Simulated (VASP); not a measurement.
# BeCu2SnS4 (I-42m) in VASP: single point with PBE

Aim: the single point of BeCu2SnS4 with PBE.

All numbers are computed with VASP 6.6.1; they aren't measurements. Logs are shortened: lines on timing, memory, paths and dates and some standing lists are left out, and cuts for length are marked.

## (1) The cell of the first run

It takes space group I-42m (No. 121, tetragonal). Conventional cell: a = 5.230 Å, b = 5.230 Å, c = 10.713 Å, α = 90.00°, β = 90.00°, γ = 90.00°. Cu (site symmetry -4) has 4 S at 2.29 Å within 3.0 Å. Within 2.8 Å of Be (site symmetry -42m) lie 4 S at 2.14 Å. Within 3.2 Å of Sn (site symmetry -42m) lie 4 S at 2.44 Å. S (site symmetry m) has 1 Be at 2.14 Å and 2 Cu at 2.29 Å and 1 Sn at 2.44 Å within 2.8 Å.

## (2) Single point, PBE

File INCAR:

```
SYSTEM = BeCu2SnS4
PREC = Accurate
ENCUT = 520
EDIFF = 1E-6
ISMEAR = -1
SIGMA = 0.02
LREAL = .FALSE.
LASPH = .TRUE.
NELM = 100
ALGO = Normal
ISIF = 2
LWAVE = .FALSE.
LCHARG = .TRUE.
GGA = PE
LELF = .TRUE.
LVHAR = .TRUE.
NBANDS = 41
```

File KPOINTS:

```
regular mesh
0
G
  8 8 8
  0 0 0
```

File POSCAR:

```
BeCu2SnS4
1.0
   -2.6150943882      2.6150943882      5.3563488621
    2.6150943882     -2.6150943882      5.3563488621
    2.6150943882      2.6150943882     -5.3563488621
Cu Be Sn S
2 1 1 4
Direct
    0.7500000000      0.2500000000      0.5000000000
    0.2500000000      0.7500000000      0.5000000000
    0.0000000000      0.0000000000      0.0000000000
    0.5000000000      0.5000000000      0.0000000000
    0.9012149747      0.9012149747      0.5514334072
    0.0987850253      0.6502184325      0.0000000000
    0.6502184325      0.0987850253      0.0000000000
    0.3497815675      0.3497815675      0.4485665928
```

Potentials or basis: VASP PAW PBE potentials, release 64 (Cu, Be, Sn_d, S).

On the command line:

```sh
> cat potpaw_PBE.64/Cu/POTCAR potpaw_PBE.64/Be/POTCAR potpaw_PBE.64/Sn_d/POTCAR potpaw_PBE.64/S/POTCAR > POTCAR
> mpirun -np 1 vasp_std > vasp.out
```

OUTCAR:

```text
SYSTEM = BeCu2SnS4
   PREC = Accurate
   ENCUT = 520
   EDIFF = 1E-6
   ISMEAR = -1
   LREAL = .FALSE.
   LASPH = .TRUE.
   NELM = 100
   ISIF = 2
   GGA = PE

 ion  position               nearest neighbor table
   1  0.750  0.250  0.500-   8 2.29   7 2.29   6 2.29   5 2.29
   2  0.250  0.750  0.500-   8 2.29   6 2.29   7 2.29   5 2.29
   3  0.000  0.000  0.000-   5 2.14   6 2.14   7 2.14   8 2.14
   4  0.500  0.500  0.000-   6 2.44   7 2.44   5 2.44   8 2.44
   5  0.901  0.901  0.551-   3 2.14   2 2.29   1 2.29   4 2.44
   6  0.099  0.650  0.000-   3 2.14   2 2.29   1 2.29   4 2.44
   7  0.650  0.099  0.000-   3 2.14   1 2.29   2 2.29   4 2.44
   8  0.350  0.350  0.449-   3 2.14   2 2.29   1 2.29   4 2.44

  LATTYP: Found a body centered tetragonal cell.
 ALAT       =     5.2301887764
 C/A-ratio  =     2.0482430333

  Lattice vectors:

 A1 = (  -2.6150943882,   2.6150943882,   5.3563488621)
 A2 = (   2.6150943882,  -2.6150943882,   5.3563488621)
 A3 = (   2.6150943882,   2.6150943882,  -5.3563488621)

Analysis of symmetry for initial positions (statically):
=====================================================================
 Subroutine PRICEL returns:
 Original cell was already a primitive cell.

 Routine SETGRP: Setting up the symmetry group for a
 body centered tetragonal supercell.

 Subroutine GETGRP returns: Found  8 space group operations
 (whereof  8 operations were pure point group operations)
 out of a pool of 16 trial point group operations.

The static configuration has the point symmetry D_2d.

Analysis of symmetry for dynamics (positions and initial velocities):
=====================================================================
 Subroutine PRICEL returns:
 Original cell was already a primitive cell.

 Routine SETGRP: Setting up the symmetry group for a
 body centered tetragonal supercell.

 Subroutine GETGRP returns: Found  8 space group operations
 (whereof  8 operations were pure point group operations)
 out of a pool of 16 trial point group operations.

The dynamic configuration has the point symmetry D_2d.

 Subroutine INISYM returns: Found  8 space group operations
 (whereof  8 operations are pure point group operations),
 and found     1 'primitive' translations

----------------------------------------------------------------------------------------

[... 107 lines left out ...]
   NSW    =      0    number of steps for IOM
   IBRION =     -1    ionic relax: 0-MD 1-quasi-New 2-CG
   NFREE  =      0    steps in history (QN), initial steepest desc. (CG)
   ISIF   =      2    stress and relaxation
   ISYM   =      2    0-nonsym 1-usesym 2-fastsym
   POTIM  = 0.5000    time-step for ionic-motion
   TEBEG  =    0.0;   TEEND  =   0.0 temperature during run
   PSTRESS=    0.0 pullay stress
   NELECT =      62.0000    total number of electrons
   NUPDOWN=      -1.0000    fix difference up-down
   EMIN   =  10.00;   EMAX   =-10.00  energy-range for DOS
   EFERMI =   0.00;   METHOD = LEGACY
   ISMEAR =    -1;   SIGMA  =   0.02  broadening in eV -4-tet -1-fermi 0-gaus
   EFERMI_NEDOS =   21; number of points for ismear=-14 and -15
   IALGO  =     38    algorithm
   IMIX   =      4    mixing-type and parameters
     AMIX     =   0.40;   BMIX     =  1.00
     AMIX_MAG =   1.60;   BMIX_MAG =  1.00
  volume/ion in A,a.u.               =      18.32       123.60
  Fermi-wavevector in a.u.,A,eV,Ry     =   1.229054  2.322575 20.552594  1.510573
  Thomas-Fermi vector in A             =   2.363956
   LORBIT       =      0    0 simple, 1 ext, 2 COOP (PROOUT), +10 PAW based schemes
   GGA     = PE    functional components
   LHFCALC =     F    Hartree Fock is set to
   AEXX    =    0.0000 exact exchange contribution
   IVDW    =     0    specifies the selected vdW correction
   LEPSILON=     F    determine dielectric tensor
   LRPA    =     F    only Hartree local field effects (RPA)
 non-spin polarized calculation
  energy-cutoff  :      520.00
  volume of cell :      146.52
 maximum number of plane-waves:      3980
   NGX = 25   NGY = 25   NGZ = 25

 number of electron      62.0000009 magnetization

 Free energy of the ion-electron system (eV)
  ---------------------------------------------------
  ext. energy  EPLUGINS =         0.00000000
  ---------------------------------------------------
  free energy    TOTEN  =       -35.51347499 eV

  energy without entropy =      -35.51342886  energy(sigma->0) =      -35.51345193

 E-fermi :   5.8366     XC(G=0):  -9.9274

 val. band max:        5.7640040411   @ k =   0.0000   0.0000   0.0000
 cond. band min:       5.8893341743   @ k =   0.0000   0.0000   0.0000
 fundamental gap:      0.1253301332
 Fermi energy:         5.8365591859

 k-point     1 :       0.0000    0.0000    0.0000
  band No.  band energies     occupation
      1     -16.7111      2.00000
      2     -16.7111      2.00000
      3     -16.6848      2.00000
      4     -16.6500      2.00000
      5     -16.5958      2.00000
      6      -9.0880      2.00000
[... 1045 lines left out ...]
     40      11.7962      0.00000
     41      12.1339      0.00000

 [... further k-points ...]

------------------------ aborting loop because EDIFF is reached ----------------------------------------

  FORCE on cell =-STRESS in cart. coord.  units (eV):
  Direction    XX          YY          ZZ          XY          YZ          ZX
  --------------------------------------------------------------------------------------
  -------------------------------------------------------------------------------------
  Total        1.9466836      1.9466836      1.8483038      0.0000000      0.0000000      0.0000000
  in kB       21.2864075     21.2864075     20.2106534      0.0000000      0.0000000      0.0000000
  external PRESSURE =      20.9278228 kB  Pullay stress =       0.0000000 kB

 VOLUME and BASIS-vectors are now :
 -----------------------------------------------------------------------------
  energy-cutoff  :      520.00
  volume of cell :      146.52
      direct lattice vectors                 reciprocal lattice vectors
    -2.615094388  2.615094388  5.356348862     0.000000000  0.191197688  0.093347169
     2.615094388 -2.615094388  5.356348862     0.191197688  0.000000000  0.093347169
     2.615094388  2.615094388 -5.356348862     0.191197688  0.191197688  0.000000000

 POSITION                                       TOTAL-FORCE (eV/Angst)
 -----------------------------------------------------------------------------------
      0.00000      2.61509      2.67817         0.000000     -0.000000      0.000000
      2.61509      0.00000      2.67817         0.000000     -0.000000      0.000000
      0.00000      0.00000      0.00000         0.000000     -0.000000      0.000000
      0.00000      0.00000      5.35635         0.000000     -0.000000      0.000000
      1.44205      1.44205      6.70077         0.138893      0.138893      0.013788
      1.44205     -1.44205      4.01192         0.138893     -0.138893     -0.013788
     -1.44205      1.44205      4.01192        -0.138893      0.138893     -0.013788
      1.17304      1.17304      1.34443        -0.138893     -0.138893      0.013788
 -----------------------------------------------------------------------------------
    total drift:                               -0.000005     -0.000005     -0.000006

  FREE ENERGIE OF THE ION-ELECTRON SYSTEM (eV)
  ---------------------------------------------------
  free  energy   TOTEN  =       -35.5134749930 eV

  energy  without entropy=      -35.5134288624  energy(sigma->0) =      -35.51345193
```

OSZICAR:

```text
N       E                     dE             d eps       ncg     rms          rms(c)
DAV:   1     0.621670471230E+03    0.62167E+03   -0.26902E+04  4918   0.186E+03
DAV:   2     0.685251798892E+02   -0.55315E+03   -0.52563E+03  4870   0.478E+02
DAV:   3    -0.302949654694E+02   -0.98820E+02   -0.94917E+02  6173   0.193E+02
DAV:   4    -0.378631683831E+02   -0.75682E+01   -0.74739E+01  6764   0.538E+01
DAV:   5    -0.382129075124E+02   -0.34974E+00   -0.34920E+00  7388   0.121E+01    0.181E+01
DAV:   6    -0.388930178441E+02   -0.68011E+00   -0.49781E+01  6787   0.115E+02    0.140E+01
DAV:   7    -0.354255408488E+02    0.34675E+01   -0.13257E+01  6810   0.966E+01    0.782E+00
DAV:   8    -0.357136149531E+02   -0.28807E+00   -0.60376E+00  7900   0.352E+01    0.466E+00
DAV:   9    -0.355325464655E+02    0.18107E+00   -0.21082E+00  6764   0.270E+01    0.124E+00
DAV:  10    -0.355105238283E+02    0.22023E-01   -0.19308E-01  7055   0.987E+00    0.351E-01
DAV:  11    -0.355136112877E+02   -0.30875E-02   -0.32026E-02  7794   0.203E+00    0.245E-01
DAV:  12    -0.355138242695E+02   -0.21298E-03   -0.92218E-03  7287   0.180E+00    0.141E-01
DAV:  13    -0.355135293189E+02    0.29495E-03   -0.95405E-04  7580   0.588E-01    0.745E-02
DAV:  14    -0.355134666171E+02    0.62702E-04   -0.28053E-04  7932   0.298E-01    0.272E-02
DAV:  15    -0.355134741790E+02   -0.75619E-05   -0.72571E-05  7226   0.501E-02    0.881E-03
DAV:  16    -0.355134749930E+02   -0.81399E-06   -0.45940E-06  6010   0.409E-02
   1 F= -.35513475E+02 E0= -.35513452E+02  d E =-.461306E-04
```

It took 21 min on 1 thread of AMD EPYC, shared host; peak memory 0.51 GiB.

What came out:

- Free energy: -35.5135 eV
- Pressure: 2.1 GPa
- Largest force: 0.197 eV/Å
- Band gap on the k mesh: 0.13 eV

Forces in eV/Å, atoms in the order of the input:
```
Cu   0.000  0.000  0.000
Cu   0.000  0.000  0.000
Be   0.000  0.000  0.000
Sn   0.000  0.000  0.000
S    0.139  0.139  0.014
S    0.139 -0.139 -0.014
S   -0.139  0.139 -0.014
S   -0.139 -0.139  0.014
```

Levels at points of the mesh, in eV from the valence-band top:
```
           k point  band 29  band 30  band 31  band 32  band 33  band 34
(0.00, 0.00, 0.00)    -0.47     0.00     0.00     0.13     1.63     3.09
(0.50, 0.00, 0.00)    -1.20    -0.79    -0.78     1.84     3.12     3.57
(0.50, 0.50, 0.00)    -0.70    -0.48    -0.30     0.29     2.63     3.03
(0.50, 0.50, 0.50)    -1.28    -0.71    -0.71     0.76     1.65     1.88
```

Caveat: semilocal functionals underestimate gaps, and a narrow one can read as zero; spin-orbit coupling is left out, which moves the levels of the heavy elements.
